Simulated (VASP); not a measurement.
A run of VASP 6.6.1 is set up as follows.

The input INCAR:

```
  PREC = Accurate
  ENCUT = 520
  EDIFF = 1E-7
  ISMEAR = -1
  SIGMA = 0.01
  LREAL = F
  LASPH = T
  NELM = 80
  ALGO = Normal
  ISIF = 2
  LWAVE = F
  LCHARG = F
  NBANDS = 23
```

The input KPOINTS:

```
regular mesh
0
Gamma
  8 8 4
```

The input POSCAR:

```
HfN
1.0
    3.0807806518      0.0000000000      0.0000000000
   -1.5403903259      2.6680343658      0.0000000000
    0.0000000000      0.0000000000      5.3249406331
Hf N
2 2
Direct
    0.6666666667      0.3333333333      0.7500000000
    0.3333333333      0.6666666667      0.2500000000
    0.0000000000      0.0000000000      0.0000000000
    0.0000000000      0.0000000000      0.5000000000
```

Potentials or basis: VASP PAW LDA potentials, release 64 (Hf_pv, N).

Launch:

```sh
$ cat potpaw_LDA.64/Hf_pv/POTCAR potpaw_LDA.64/N/POTCAR > POTCAR
$ mpirun -np 1 vasp_std > vasp.out
```

Question: Predict the band gap on the k mesh.

Answer: Zero (bands 15 and 16 overlap by 2.45 eV).

Question: What does it give for the pressure?

Answer: 5.0 GPa.

Stress tensor (GPa, compression positive):
```
4.51 0.00 0.00
0.00 4.51 0.00
0.00 0.00 5.94
```

Caveat: the cell stands under pressure; spin-orbit coupling is left out, which moves the levels of the heavy elements.
